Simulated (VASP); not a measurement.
# Li2H5Ir (P4/mmm) in VASP: notebook

Li2H5Ir is run at these levels: PBE, LDA; tasks: density of states.

Program: VASP 6.6.1. These are calculated values, not measurements. Logs are shortened: lines on timing, memory, paths and dates and some standing lists are left out, and cuts for length are marked.

### 1 The cell of the first run

The structure is tetragonal, space group P4/mmm (No. 123). The conventional cell has a = 4.812 Å, b = 4.812 Å, c = 3.264 Å, α = 90.00°, β = 90.00°, γ = 90.00°. Within 3.1 Å of Li (site symmetry mmm) lie 10 H at 2.36 to 2.41 Å and 4 Ir at 2.91 Å. Within 2.2 Å of H (site symmetry 4/mmm) lie 2 Ir at 1.63 Å. Within 2.2 Å of H (site symmetry m2m) lie 1 Ir at 1.68 Å. Within 2.2 Å of Ir (site symmetry 4/mmm) lie 6 H at 1.63 to 1.68 Å.

### 2 Density of states, PBE

The input, POSCAR:

```
Li2H5Ir
1.0
    4.8124629000      0.0000000000      0.0000000000
    0.0000000000      4.8124629000      0.0000000000
    0.0000000000      0.0000000000      3.2644310000
Li H Ir
2 5 1
Direct
    0.0000000000      0.5000000000      0.5000000000
    0.5000000000      0.0000000000      0.5000000000
    0.0000000000      0.0000000000      0.5000000000
    0.2466350000      0.2466350000      0.0000000000
    0.7533650000      0.2466350000      0.0000000000
    0.7533650000      0.7533650000      0.0000000000
    0.2466350000      0.7533650000      0.0000000000
    0.0000000000      0.0000000000      0.0000000000
```

The input, INCAR.step1:

```
SYSTEM = Li2H5Ir
ALGO = Normal
EDIFF = 1E-6
ENCUT = 520
GGA = PE
ISIF = 2
ISMEAR = 0
LASPH = .True.
LCHARG = .True.
LMAXMIX = 4
LREAL = .False.
LWAVE = .False.
NBANDS = 20
NELM = 80
PREC = Accurate
SIGMA = 0.1
```

The input, KPOINTS.step1:

```
k-points
0
Gamma
  8 8 12
  0 0 0
```

The input, INCAR.step2:

```
SYSTEM = Li2H5Ir
ALGO = Normal
EDIFF = 1E-6
ENCUT = 520
GGA = PE
ICHARG = 11
ISIF = 2
ISMEAR = -5
LASPH = .True.
LCHARG = .False.
LMAXMIX = 4
LORBIT = 10
LREAL = .False.
LWAVE = .False.
NBANDS = 20
NEDOS = 1001
NELM = 80
PREC = Accurate
SIGMA = 0.1
```

The input, KPOINTS.step2:

```
k-points
0
Gamma
  12 12 18
  0 0 0
```

Potentials or basis: VASP PAW PBE potentials, release 64 (Li_sv, H, Ir).

Started as:

```console
$ cat potpaw_PBE.64/Li_sv/POTCAR potpaw_PBE.64/H/POTCAR potpaw_PBE.64/Ir/POTCAR > POTCAR
$ cp INCAR.step1 INCAR
$ cp KPOINTS.step1 KPOINTS
$ mpirun -np 1 vasp_std > vasp.out
$ cp INCAR.step2 INCAR
$ cp KPOINTS.step2 KPOINTS
$ mpirun -np 1 vasp_std > vasp.out
```

OUTCAR:

```text
SYSTEM = Li2H5Ir
   EDIFF = 1E-6
   ENCUT = 520
   GGA = PE
   ICHARG = 11
   ISIF = 2
   ISMEAR = -5
   LASPH = .True.
   LORBIT = 10
   LREAL = .False.
   NELM = 80
   PREC = Accurate

 ion  position               nearest neighbor table
   1  0.000  0.500  0.500-   8 2.91   8 2.91   8 2.91   8 2.91
   2  0.500  0.000  0.500-   8 2.91   8 2.91   8 2.91   8 2.91
   3  0.000  0.000  0.500-   8 1.63   8 1.63
   4  0.247  0.247  0.000-   8 1.68
   5  0.753  0.247  0.000-   8 1.68
   6  0.753  0.753  0.000-   8 1.68
   7  0.247  0.753  0.000-   8 1.68
   8  0.000  0.000  0.000-   3 1.63   3 1.63   5 1.68   6 1.68   7 1.68   4 1.68   1 2.91   1 2.91
                             2 2.91   2 2.91   1 2.91   1 2.91   2 2.91   2 2.91

  LATTYP: Found a simple tetragonal cell.
 ALAT       =     4.8124629000
 C/A-ratio  =     0.6783285540

  Lattice vectors:

 A1 = (   4.8124629000,   0.0000000000,   0.0000000000)
 A2 = (   0.0000000000,   4.8124629000,   0.0000000000)
 A3 = (   0.0000000000,   0.0000000000,   3.2644310000)

Analysis of symmetry for initial positions (statically):
=====================================================================
 Subroutine PRICEL returns:
 Original cell was already a primitive cell.

 Routine SETGRP: Setting up the symmetry group for a
 simple tetragonal supercell.

 Subroutine GETGRP returns: Found 16 space group operations
 (whereof 16 operations were pure point group operations)
 out of a pool of 16 trial point group operations.

The static configuration has the point symmetry D_4h.

Analysis of symmetry for dynamics (positions and initial velocities):
=====================================================================
 Subroutine PRICEL returns:
 Original cell was already a primitive cell.

 Routine SETGRP: Setting up the symmetry group for a
 simple tetragonal supercell.

 Subroutine GETGRP returns: Found 16 space group operations
 (whereof 16 operations were pure point group operations)
 out of a pool of 16 trial point group operations.

The dynamic configuration has the point symmetry D_4h.

 Subroutine INISYM returns: Found 16 space group operations
 (whereof 16 operations are pure point group operations),
 and found     1 'primitive' translations

----------------------------------------------------------------------------------------

[... 122 lines left out ...]
   EFERMI_NEDOS =   21; number of points for ismear=-14 and -15
   IALGO  =     38    algorithm
   IMIX   =      4    mixing-type and parameters
     AMIX     =   0.40;   BMIX     =  1.00
     AMIX_MAG =   1.60;   BMIX_MAG =  1.00
  volume/ion in A,a.u.               =       9.45        63.77
  Fermi-wavevector in a.u.,A,eV,Ry     =   1.050923  1.985956 15.026796  1.104438
  Thomas-Fermi vector in A             =   2.185945
   LORBIT       =     10    0 simple, 1 ext, 2 COOP (PROOUT), +10 PAW based schemes
   GGA     = PE    functional components
   LHFCALC =     F    Hartree Fock is set to
   AEXX    =    0.0000 exact exchange contribution
   IVDW    =     0    specifies the selected vdW correction
   LEPSILON=     F    determine dielectric tensor
   LRPA    =     F    only Hartree local field effects (RPA)
 non-spin polarized calculation
 Fermi weights with tetrahedron method with Bloechl corrections
  energy-cutoff  :      520.00
  volume of cell :       75.60
 maximum number of plane-waves:      2072
 NGX is ok and might be reduce to    36

 number of electron      19.9999984 magnetization

 Free energy of the ion-electron system (eV)
  ---------------------------------------------------
  ext. energy  EPLUGINS =         0.00000000
  ---------------------------------------------------
  free energy    TOTEN  =       -31.97439723 eV

  energy without entropy =      -31.97439723  energy(sigma->0) =      -31.97439723

 E-fermi :   0.6569     XC(G=0):  -8.5939

 val. band max:        0.6902457991   @ k =   0.5000   0.0000   0.5000
 cond. band min:       0.6051091552   @ k =   0.0000   0.0000   0.5000
 fundamental gap:     -0.0851366439
 Fermi energy:         0.6569372352

 k-point     1 :       0.0000    0.0000    0.0000
  band No.  band energies     occupation
      1     -44.5342      2.00000
      2     -44.5307      2.00000
      3      -8.0727      2.00000
      4      -5.6426      2.00000
      5      -3.7750      2.00000
      6      -1.5826      2.00000
[... 541 lines left out ...]
     19      11.9674      0.00000
     20      12.5504      0.00000

 [... further k-points ...]

------------------------ aborting loop because EDIFF is reached ----------------------------------------

  FORCE on cell =-STRESS in cart. coord.  units (eV):
  Direction    XX          YY          ZZ          XY          YZ          ZX
  --------------------------------------------------------------------------------------
  -------------------------------------------------------------------------------------
  Total       -0.1944214     -0.1944214      0.1057611      0.0000000      0.0000000      0.0000000
  in kB       -4.1201437     -4.1201437      2.2412695      0.0000000      0.0000000      0.0000000
  external PRESSURE =      -1.9996727 kB  Pullay stress =       0.0000000 kB

 VOLUME and BASIS-vectors are now :
 -----------------------------------------------------------------------------
  energy-cutoff  :      520.00
  volume of cell :       75.60
      direct lattice vectors                 reciprocal lattice vectors
     4.812462900  0.000000000  0.000000000     0.207793810  0.000000000  0.000000000
     0.000000000  4.812462900  0.000000000     0.000000000  0.207793810  0.000000000
     0.000000000  0.000000000  3.264431000     0.000000000  0.000000000  0.306332099

 POSITION                                       TOTAL-FORCE (eV/Angst)
 -----------------------------------------------------------------------------------
      0.00000      2.40623      1.63222         0.000000      0.000000      0.000000
      2.40623      0.00000      1.63222         0.000000      0.000000      0.000000
      0.00000      0.00000      1.63222         0.000000      0.000000      0.000000
      1.18692      1.18692      0.00000         0.018500      0.018500      0.000000
      3.62554      1.18692      0.00000        -0.018500      0.018500      0.000000
      3.62554      3.62554      0.00000        -0.018500     -0.018500     -0.000000
      1.18692      3.62554      0.00000         0.018500     -0.018500     -0.000000
      0.00000      0.00000      0.00000         0.000000      0.000000      0.000000
 -----------------------------------------------------------------------------------
    total drift:                               -0.000000     -0.000000      0.000000

  FREE ENERGIE OF THE ION-ELECTRON SYSTEM (eV)
  ---------------------------------------------------
  free  energy   TOTEN  =       -31.9743972265 eV

  energy  without entropy=      -31.9743972265  energy(sigma->0) =      -31.97439723

 total charge

# of ion       s       p       d       tot
------------------------------------------
    1        2.007   0.034   0.000   2.041
    2        2.007   0.034   0.000   2.041
    3        0.596   0.032   0.000   0.627
    4        0.541   0.017   0.000   0.557
    5        0.541   0.017   0.000   0.557
    6        0.541   0.017   0.000   0.557
    7        0.541   0.017   0.000   0.557
    8        0.677   0.907   7.256   8.840
--------------------------------------------------
tot          7.450   1.074   7.256  15.780
```

Wall time 5.8 min (1 thread of Oxide Virtual Turin-like, shared host); peak memory 0.44 GiB.

What came out:

```yaml
Valence_electrons_inside_the_program's_atomic_spheres: Li 2.04; H 0.63, 0.56; Ir 8.84
```

Caveat: the cutoff is under 1.25 times the usual one of these potentials, so pressure, stress and relaxed cells hold a basis-set (Pulay) error; spin-orbit coupling is left out, which moves the levels of the heavy elements; tetrahedron occupations give inexact forces and stress in metals.

### 3 Density of states, LDA

POSCAR is that of step 2.

The input, INCAR.step1:

```
ALGO     = Normal         # electronic algorithm
EDIFF    = 1E-7           # SCF threshold, eV
ENCUT    = 520            # plane-wave cutoff, eV
GGA      = CA             # functional
ISIF     = 2              # what is computed and relaxed
ISMEAR   = 0              # smearing method
LASPH    = True           # aspherical terms in the spheres
LCHARG   = True           # write CHGCAR
LMAXMIX  = 4              # l up to which the mixer works
LREAL    = False          # projectors in reciprocal space
LWAVE    = False          # write WAVECAR
NBANDS   = 20             # bands
NELM     = 60             # most SCF steps
PREC     = Accurate       # precision mode
SIGMA    = 0.1            # smearing width, eV
```

The input, KPOINTS.step1:

```
k-points
0
Gamma
  8 8 12
```

The input, INCAR.step2:

```
ALGO     = Normal         # electronic algorithm
EDIFF    = 1E-7           # SCF threshold, eV
ENCUT    = 520            # plane-wave cutoff, eV
GGA      = CA             # functional
ICHARG   = 11             # starting density
ISIF     = 2              # what is computed and relaxed
ISMEAR   = -5             # smearing method
LASPH    = True           # aspherical terms in the spheres
LCHARG   = False          # write CHGCAR
LMAXMIX  = 4              # l up to which the mixer works
LORBIT   = 11             # projections on sites
LREAL    = False          # projectors in reciprocal space
LWAVE    = False          # write WAVECAR
NEDOS    = 1001           # points of the DOS
NELM     = 60             # most SCF steps
PREC     = Accurate       # precision mode
SIGMA    = 0.1            # smearing width, eV
```

The input, KPOINTS.step2:

```
k-points
0
Gamma
  12 12 18
```

Potentials or basis: VASP PAW LDA potentials, release 64 (Li_sv, H, Ir).

Started as:

```console
$ cat potpaw_LDA.64/Li_sv/POTCAR potpaw_LDA.64/H/POTCAR potpaw_LDA.64/Ir/POTCAR > POTCAR
$ cp INCAR.step1 INCAR
$ cp KPOINTS.step1 KPOINTS
$ mpirun -np 1 vasp_std > vasp.out
$ cp INCAR.step2 INCAR
$ cp KPOINTS.step2 KPOINTS
$ mpirun -np 1 vasp_std > vasp.out
```

Wall time 8 min (1 thread of Oxide Virtual Turin-like, shared host); peak memory 0.39 GiB.

It converged, with:

| Property | Result |
| --- | --- |
| Valence electrons inside the program's atomic spheres | Li 2.05; H 0.61, 0.54; Ir 8.89 |

Levels at points of the mesh, in eV from the Fermi level:
```csv
k point,band 6,band 7,band 8,band 9,band 10,band 11,band 12,band 13,band 14,band 15
"(0.00, 0.00, 0.00)",-2.25,-2.25,-1.72,-0.71,-0.71,3.32,6.82,6.94,6.94,7.66
"(0.50, 0.00, 0.00)",-4.11,-1.41,-1.28,-0.80,-0.71,4.40,5.22,6.02,8.54,8.74
"(0.50, 0.50, 0.00)",-2.98,-2.98,-1.19,-0.79,-0.79,1.65,8.82,8.82,9.96,10.14
"(0.00, 0.00, 0.50)",-2.45,-2.45,-1.58,-0.77,-0.77,-0.18,4.15,6.32,6.68,6.91
"(0.50, 0.00, 0.50)",-2.92,-2.48,-2.40,-1.18,0.00,0.14,4.32,6.10,6.46,6.75
"(0.50, 0.50, 0.50)",-2.39,-2.39,-2.06,-2.06,-0.88,0.14,3.55,3.63,7.19,7.19
```

Caveat: the cutoff is under 1.25 times the usual one of these potentials, so pressure, stress and relaxed cells hold a basis-set (Pulay) error; spin-orbit coupling is left out, which moves the levels of the heavy elements; tetrahedron occupations give inexact forces and stress in metals.
